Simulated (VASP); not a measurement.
BP:

```xyz
2
Lattice="0.0000 2.2690 2.2690 2.2690 0.0000 2.2690 2.2690 2.2690 0.0000" Properties=species:S:1:pos:R:3 pbc="T T T"
B     0.0000    0.0000    0.0000
P     1.1345    1.1345    1.1345
```

Base run:

* Program: VASP 6.6.1
* Functional: PBE
* Potentials or basis: VASP PAW PBE potentials, release 64 (B, P)
* Cutoff: 500 eV
* k mesh: 10 × 10 × 10
* Occupations: gaussian, width 0.01 eV
* Spin: no spin polarisation

Its results: band gap on the k mesh 1.24 eV (least direct gap 3.40 eV); pressure 0.9 GPa.

Problem. The run is repeated on the same cell with these changes: k mesh from 10 × 10 × 10 to 6 × 6 × 6. What comes out?

Solution. Band gap on the k mesh 1.33 eV (least direct gap 3.40 eV); pressure 1.0 GPa.

A k mesh can miss the band edges.
